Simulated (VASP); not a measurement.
# CoO (I4mm) in VASP: single point with PBE

Aim: the single point of CoO with PBE.

Everything below comes from runs of VASP 6.6.1. Logs are shortened: lines on timing, memory, paths and dates and some standing lists are left out, and cuts for length are marked.

### 1 The cell of the first run

It takes space group I4mm (No. 107, tetragonal). Conventional cell: a = 3.004 Å, b = 3.004 Å, c = 4.347 Å, α = 90.00°, β = 90.00°, γ = 90.00°. Co (site symmetry 4mm) has 5 O at 1.72 to 2.17 Å within 2.3 Å. O (site symmetry 4mm) has 5 Co at 1.72 to 2.17 Å within 2.3 Å.

### 2 Single point, PBE, collinear spin, ferromagnetic start (atoms displaced along a vibrational mode, the cell strained)

The input, INCAR:

```
SYSTEM = CoO
PREC = Accurate
ENCUT = 600
EDIFF = 1E-6
ISMEAR = 0
SIGMA = 0.15
LREAL = .FALSE.
LASPH = .TRUE.
NELM = 200
ALGO = Normal
ISIF = 2
LWAVE = .FALSE.
LCHARG = .FALSE.
ISPIN = 2
MAGMOM = 2.74 0.35
LORBIT = 11
LMAXMIX = 4
GGA = PE
NBANDS = 18
GGA_COMPAT = .FALSE.
```

The input, KPOINTS:

```
Automatic mesh
0
G
  18 18 18
  0 0 0
```

The input, POSCAR:

```
CoO
1.0
    0.0000000000      2.1241477926      2.1736404362
    2.1241477926      0.0000000000      2.1736404362
    2.1241477926      2.1241477926      0.0000000000
Co O
1 1
Direct
    0.0221933528      0.0221933528     -0.0221933528
    0.4182495678      0.4182495678      0.5817504322
```

Potentials or basis: VASP PAW PBE potentials, release 64 (Co, O).

Launch:

```
$ cat potpaw_PBE.64/Co/POTCAR potpaw_PBE.64/O/POTCAR > POTCAR
$ mpirun -np 1 vasp_std > vasp.out
```

OUTCAR:

```text
SYSTEM = CoO
   PREC = Accurate
   ENCUT = 600
   EDIFF = 1E-6
   ISMEAR = 0
   LREAL = .FALSE.
   LASPH = .TRUE.
   NELM = 200
   ISIF = 2
   ISPIN = 2
   LORBIT = 11
   GGA = PE

 ion  position               nearest neighbor table
   1  0.022  0.022  0.978-   2 1.72   2 2.17   2 2.17   2 2.17   2 2.17
   2  0.418  0.418  0.582-   1 1.72   1 2.17   1 2.17   1 2.17   1 2.17

  LATTYP: Found a body centered tetragonal cell.
 ALAT       =     3.0039986168
 C/A-ratio  =     1.4471647384

  Lattice vectors:

 A1 = (  -2.1241477926,   0.0000000000,   2.1736404362)
 A2 = (   2.1241477926,   0.0000000000,   2.1736404362)
 A3 = (   0.0000000000,   2.1241477926,  -2.1736404362)

Analysis of symmetry for initial positions (statically):
=====================================================================
 Subroutine PRICEL returns:
 Original cell was already a primitive cell.

 Routine SETGRP: Setting up the symmetry group for a
 body centered tetragonal supercell.

 Subroutine GETGRP returns: Found  8 space group operations
 (whereof  8 operations were pure point group operations)
 out of a pool of 16 trial point group operations.

The static configuration has the point symmetry C_4v.

Analysis of symmetry for dynamics (positions and initial velocities):
=====================================================================
 Subroutine PRICEL returns:
 Original cell was already a primitive cell.

 Routine SETGRP: Setting up the symmetry group for a
 body centered tetragonal supercell.

 Subroutine GETGRP returns: Found  8 space group operations
 (whereof  8 operations were pure point group operations)
 out of a pool of 16 trial point group operations.

The dynamic configuration has the point symmetry C_4v.

Analysis of structural, dynamic, and magnetic symmetry:
=====================================================================
 Subroutine PRICEL returns:
 Original cell was already a primitive cell.

 Routine SETGRP: Setting up the symmetry group for a
 body centered tetragonal supercell.

 Subroutine GETGRP returns: Found  8 space group operations
 (whereof  8 operations were pure point group operations)
 out of a pool of 16 trial point group operations.

The overall configuration has the point symmetry C_4v.

 Subroutine INISYM returns: Found  8 space group operations
 (whereof  8 operations are pure point group operations),
 and found     1 'primitive' translations

----------------------------------------------------------------------------------------

                                     Primitive cell

  volume of cell :      19.6149

  direct lattice vectors                    reciprocal lattice vectors
     0.000000000  2.124147793  2.173640436    -0.235388518  0.235388518  0.230028845
     2.124147793  0.000000000  2.173640436     0.235388518 -0.235388518  0.230028845
     2.124147793  2.124147793  0.000000000     0.235388518  0.235388518 -0.230028845

  length of vectors
     3.039196702  3.039196702  3.003998617     0.404634129  0.404634129  0.404634129

  position of ions in fractional coordinates (direct lattice)
     0.022193353  0.022193353  0.977806647
     0.418249568  0.418249568  0.581750432

  ion indices of the primitive-cell ions
   primitive index   ion index
                 1           1
                 2           2

----------------------------------------------------------------------------------------

 KPOINTS: Automatic mesh

Automatic generation of k-mesh.
 Grid dimensions read from file:
 generate k-points for:   18   18   18

 Generating k-lattice:

  Cartesian coordinates                     Fractional coordinates (reciprocal lattice)
    -0.013077140  0.013077140  0.012779380     0.055555556  0.000000000  0.000000000
     0.013077140 -0.013077140  0.012779380     0.000000000  0.055555556  0.000000000
     0.013077140  0.013077140 -0.012779380    -0.000000000 -0.000000000  0.055555556

  Length of vectors
     0.022479674  0.022479674  0.022479674

  Shift w.r.t. Gamma in fractional coordinates (k-lattice)
     0.000000000  0.000000000  0.000000000

 Subroutine IBZKPT returns following result:
 ===========================================

 Found    480 irreducible k-points:

 Following reciprocal coordinates:
            Coordinates               Weight
  0.000000  0.000000  0.000000      1.000000
  0.055556 -0.000000  0.000000      8.000000
  0.111111 -0.000000  0.000000      8.000000
  0.166667 -0.000000  0.000000      8.000000
  0.222222  0.000000  0.000000      8.000000
  0.277778  0.000000  0.000000      8.000000
[... 16 lines left out ...]
 -0.277778  0.055556  0.000000      8.000000
 -0.222222  0.055556  0.000000      8.000000
 [... further k-points ...]
   k-points           NKPTS =    480   k-points in BZ     NKDIM =    480   number of bands    NBANDS=     18
   number of dos      NEDOS =    301   number of ions     NIONS =      2
   total plane-waves  NPLWV =  13824
   dimension x,y,z NGX =    24 NGY =   24 NGZ =   24
   dimension x,y,z NGXF=    48 NGYF=   48 NGZF=   48
   ions per type =               1   1
   NGX,Y,Z   is equivalent  to a cutoff of  13.13, 13.13, 13.28 a.u.
   NGXF,Y,Z  is equivalent  to a cutoff of  26.26, 26.26, 26.56 a.u.
 SYSTEM =  CoO
   PREC   = accura    normal or accurate (medium, high low for compatibility)
   ISTART =      0    job   : 0-new  1-cont  2-samecut
   ICHARG =      2    charge: 1-file 2-atom 10-const
   ISPIN  =      2    spin polarized calculation?
   LNONCOLLINEAR =      F non collinear calculations
   LSORBIT =      F    spin-orbit coupling
   LASPH  =      T    aspherical Exc in radial PAW
   ENCUT  =  600.0 eV  44.10 Ry    6.64 a.u.   6.07  6.07  6.00*2*pi/ulx,y,z
   NELM   =    200;   NELMIN=  2; NELMDL= -5     # of ELM steps
   EDIFF  = 0.1E-05   stopping-criterion for ELM
   LREAL  =      F    real-space projection
   EDIFFG = 0.1E-04   stopping-criterion for IOM
   NSW    =      0    number of steps for IOM
   IBRION =     -1    ionic relax: 0-MD 1-quasi-New 2-CG
   NFREE  =      0    steps in history (QN), initial steepest desc. (CG)
   ISIF   =      2    stress and relaxation
   ISYM   =      2    0-nonsym 1-usesym 2-fastsym
   POTIM  = 0.5000    time-step for ionic-motion
   TEBEG  =    0.0;   TEEND  =   0.0 temperature during run
   PSTRESS=    0.0 pullay stress
   NELECT =      15.0000    total number of electrons
   NUPDOWN=      -1.0000    fix difference up-down
   EMIN   =  10.00;   EMAX   =-10.00  energy-range for DOS
   EFERMI =   0.00;   METHOD = LEGACY
   ISMEAR =     0;   SIGMA  =   0.15  broadening in eV -4-tet -1-fermi 0-gaus
   EFERMI_NEDOS =   21; number of points for ismear=-14 and -15
   IALGO  =     38    algorithm
   IMIX   =      4    mixing-type and parameters
     AMIX     =   0.40;   BMIX     =  1.00
     AMIX_MAG =   1.60;   BMIX_MAG =  1.00
  volume/ion in A,a.u.               =       9.81        66.18
  Fermi-wavevector in a.u.,A,eV,Ry     =   1.497073  2.829057 30.493736  2.241226
  Thomas-Fermi vector in A             =   2.609007
   LORBIT       =     11    0 simple, 1 ext, 2 COOP (PROOUT), +10 PAW based schemes
   GGA     = PE    functional components
   LHFCALC =     F    Hartree Fock is set to
   AEXX    =    0.0000 exact exchange contribution
   IVDW    =     0    specifies the selected vdW correction
   LEPSILON=     F    determine dielectric tensor
   LRPA    =     F    only Hartree local field effects (RPA)
 spin polarized calculation
 Gauss-broadening in eV      SIGMA  =   0.15
  energy-cutoff  :      600.00
  volume of cell :       19.61
 maximum number of plane-waves:       670
   NGX = 13   NGY = 13   NGZ = 11

 number of electron      15.0000006 magnetization       2.9959595

 Free energy of the ion-electron system (eV)
  ---------------------------------------------------
  ext. energy  EPLUGINS =         0.00000000
  ---------------------------------------------------
  free energy    TOTEN  =       -12.65228119 eV

  energy without entropy =      -12.61922562  energy(sigma->0) =      -12.63575341

 E-fermi :   7.9114     XC(G=0): -12.2529

 val. band max:        7.9112105211   @ k =  -0.2778   0.1667   0.4444
 cond. band min:       7.9122638257   @ k =  -0.4444   0.1667   0.3333
 fundamental gap:      0.0010533046
 Fermi energy:         7.9113647293

 spin component 1

 k-point     1 :       0.0000    0.0000    0.0000
  band No.  band energies     occupation
      1     -12.7223      1.00000
      2       1.8442      1.00000
      3       2.8177      1.00000
      4       2.8177      1.00000
      5       4.7981      1.00000
      6       4.8622      1.00000
[... 10 lines left out ...]
     17      29.6649      0.00000
     18      31.0349      0.00000

 k-point     2 :       0.0556   -0.0000    0.0000
  band No.  band energies     occupation
      1     -12.6939      1.00000
      2       1.7762      1.00000
      3       2.7895      1.00000
      4       2.7936      1.00000
      5       4.7842      1.00000
      6       4.8650      1.00000
[... 10 lines left out ...]
     17      29.8711      0.00000
     18      31.9415      0.00000

 k-point     3 :       0.1111   -0.0000    0.0000
  band No.  band energies     occupation
      1     -12.6111      1.00000
      2       1.5812      1.00000
      3       2.7013      1.00000
      4       2.7200      1.00000
      5       4.7654      1.00000
      6       4.8723      1.00000
[... 412 lines left out ...]
 k-point    23 :      -0.2778    0.0556    0.0000
  band No.  band energies     occupation
      1     -12.0578      1.00000
      2       0.3973      1.00000
      3       2.1628      1.00000
      4       2.1820      1.00000
      5       4.8642      1.00000
      6       4.9529      1.00000
[... 10 lines left out ...]
     17      34.5418      0.00000
     18      36.8803      0.00000

 k-point    24 :      -0.2222    0.0556    0.0000
  band No.  band energies     occupation
      1     -12.2378      1.00000
      2       0.7771      1.00000
      3       2.3330      1.00000
      4       2.3765      1.00000
      5       4.8051      1.00000
      6       4.8305      1.00000
[... 10 lines left out ...]
     17      33.3629      0.00000
     18      36.8697      0.00000

 [... further k-points ...]

 spin component 2

 k-point     1 :       0.0000    0.0000    0.0000
  band No.  band energies     occupation
      1     -12.0916      1.00000
      2       3.1867      1.00000
      3       3.9751      1.00000
      4       3.9751      1.00000
      5       6.7649      1.00000
      6       7.9393      0.39623
[... 10 lines left out ...]
     17      30.5160      0.00000
     18      31.8715      0.00000

 k-point     2 :       0.0556   -0.0000    0.0000
  band No.  band energies     occupation
      1     -12.0621      1.00000
      2       3.0874      1.00000
      3       3.9348      1.00000
      4       3.9560      1.00000
      5       6.7710      1.00000
      6       7.7937      0.86628
[... 10 lines left out ...]
     17      30.6051      0.00000
     18      32.8152      0.00000

 k-point     3 :       0.1111   -0.0000    0.0000
  band No.  band energies     occupation
      1     -11.9760      1.00000
      2       2.8028      1.00000
      3       3.8282      1.00000
      4       3.8986      1.00000
      5       6.7905      1.00000
      6       7.6144      0.99745
[... 412 lines left out ...]
 k-point    23 :      -0.2778    0.0556    0.0000
  band No.  band energies     occupation
      1     -11.3969      1.00000
      2       1.2045      1.00000
      3       3.3252      1.00000
      4       3.4839      1.00000
      5       6.9059      1.00000
      6       7.4589      0.99999
[... 10 lines left out ...]
     17      35.0632      0.00000
     18      37.4327      0.00000

 k-point    24 :      -0.2222    0.0556    0.0000
  band No.  band energies     occupation
      1     -11.5857      1.00000
      2       1.6794      1.00000
      3       3.5042      1.00000
      4       3.6124      1.00000
      5       6.8260      1.00000
      6       7.3763      1.00000
[... 10 lines left out ...]
     17      33.8926      0.00000
     18      37.5742      0.00000

 [... further k-points ...]

------------------------ aborting loop because EDIFF is reached ----------------------------------------

  FORCE on cell =-STRESS in cart. coord.  units (eV):
  Direction    XX          YY          ZZ          XY          YZ          ZX
  --------------------------------------------------------------------------------------
  -------------------------------------------------------------------------------------
  Total       -0.5624569     -0.5624569      6.5436062      0.0000000      0.0000000      0.0000000
  in kB      -45.9422917    -45.9422917    534.4912221      0.0000000      0.0000000      0.0000000
  external PRESSURE =     147.5355463 kB  Pullay stress =       0.0000000 kB

 VOLUME and BASIS-vectors are now :
 -----------------------------------------------------------------------------
  energy-cutoff  :      600.00
  volume of cell :       19.61
      direct lattice vectors                 reciprocal lattice vectors
     0.000000000  2.124147793  2.173640436    -0.235388518  0.235388518  0.230028845
     2.124147793  0.000000000  2.173640436     0.235388518 -0.235388518  0.230028845
     2.124147793  2.124147793  0.000000000     0.235388518  0.235388518 -0.230028845

 POSITION                                       TOTAL-FORCE (eV/Angst)
 -----------------------------------------------------------------------------------
      2.12415      2.12415      0.09648         0.000000      0.000000     -3.548768
      2.12415      2.12415      1.81825         0.000000      0.000000      3.548768
 -----------------------------------------------------------------------------------
    total drift:                                0.000000      0.000000      0.000066

  FREE ENERGIE OF THE ION-ELECTRON SYSTEM (eV)
  ---------------------------------------------------
  free  energy   TOTEN  =       -12.6522811901 eV

  energy  without entropy=      -12.6192256244  energy(sigma->0) =      -12.63575341

 total charge

# of ion       s       p       d       tot
------------------------------------------
    1        0.346   0.443   7.245   8.033
    2        1.559   3.450   0.000   5.009
--------------------------------------------------
tot          1.905   3.893   7.245  13.042

 magnetization (x)

# of ion       s       p       d       tot
------------------------------------------
    1        0.024   0.045   2.468   2.536
    2        0.028   0.345   0.000   0.373
--------------------------------------------------
tot          0.052   0.390   2.468   2.909
```

It took 8.7 min on 1 thread of Intel Xeon 8259CL, shared host; peak memory 0.41 GiB.

Results:

* Free energy: -12.6523 eV
* Pressure: 14.8 GPa
* Largest force: 3.549 eV/Å
* Band gap on the k mesh: zero (filled and empty bands overlap)
* Net moment: 3.00 μB per cell
* Site moments: Co +2.54; O +0.37 μB
* Valence electrons inside the program's atomic spheres: Co 8.03; O 5.01

Forces on the atoms (eV/Å):
```
Co   0.000  0.000 -3.549
O    0.000  0.000  3.549
```

Stress tensor (GPa, compression positive):
```
-4.59  0.00  0.00
 0.00 -4.59  0.00
 0.00  0.00 53.45
```

Caveat: the cell differs from its parent crystal (atoms displaced along a vibrational mode, the cell strained); the cell stands under pressure; a cell with one magnetic atom can't hold antiferromagnetic order, which such compounds often take; semilocal functionals often make such compounds metallic where correlation or magnetic order opens a gap, which also shifts bond lengths; forces of over 1 eV/Å act on the atoms, so gaps and moduli don't describe the material at rest.
